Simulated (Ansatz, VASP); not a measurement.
# Hf in VASP and in Ansatz

File INCAR:

```
PREC = Accurate
ENCUT = 520
EDIFF = 1E-8
ISMEAR = -1
SIGMA = 0.03
LREAL = False
LASPH = True
NELM = 60
ALGO = Normal
ISIF = 2
LWAVE = False
LCHARG = False
GGA = PE
LEFG = True
NBANDS = 17
```

Contents of KPOINTS:

```
Automatic mesh
0
Gamma
  10 10 10
```

The input POSCAR:

```
Hf
1.0
    0.0000000000      3.2378190606      3.3354376983
    3.2378190606      0.0000000000      3.3354376983
    3.2378190606      3.2378190606      0.0000000000
Hf
2
Direct
    0.0000000000      0.0000000000      0.0000000000
    0.2500000000      0.2500000000      0.2500000000
```

Input for Ansatz:

```yaml
crystal:
  lattice:
    - [0.0, 3.2378190606, 3.3354376983]
    - [3.2378190606, 0.0, 3.3354376983]
    - [3.2378190606, 3.2378190606, 0.0]
  atoms:
    - { symbol: Hf, position: [0.0, 0.0, 0.0] }
    - { symbol: Hf, position: [0.25, 0.25, 0.25] }
kpoints:
  mp_grid: { grid: [10, 10, 10] }
scf:
  occupations: { method: fermi_dirac, width: 0.03 }
hamiltonian:
  xc: pbe
  pseudopotentials: { kind: all_electron, datasets: crystal }
output:
  forces: true
  stress: true
  eigenvalues: true
  efg: { contact_densities: true }
```

Change from the starting cell: z stretched by +2 % at fixed volume, crystal datasets.

Alike in both runs: task electric field gradients; functional PBE; k mesh 10 × 10 × 10; occupations fermi-dirac, width 0.03 eV; no spin polarisation.

```csv
,VASP,Ansatz
version,VASP 6.6.1,Ansatz 0.2.0
potentials or method,"VASP PAW PBE potentials, release 64 (Hf_pv), cutoff 520 eV","all-electron PAW with datasets made for the crystal, scalar-relativistic"
```

|  | VASP | Ansatz | Ansatz less VASP |
| --- | --- | --- | --- |
| pressure (GPa) | -0.3 | 0.0 | +0.22 |
| traceless stress, the component that is largest in VASP (GPa) | 1.47 | 1.49 | +0.024 |
| size of Vzz on the site where it differs most (V/Å²) | 4.5 | 1.7 | -2.81 |

Ansatz ran all-electron here, and VASP with PAW potentials.

Neither program's run includes spin-orbit coupling.
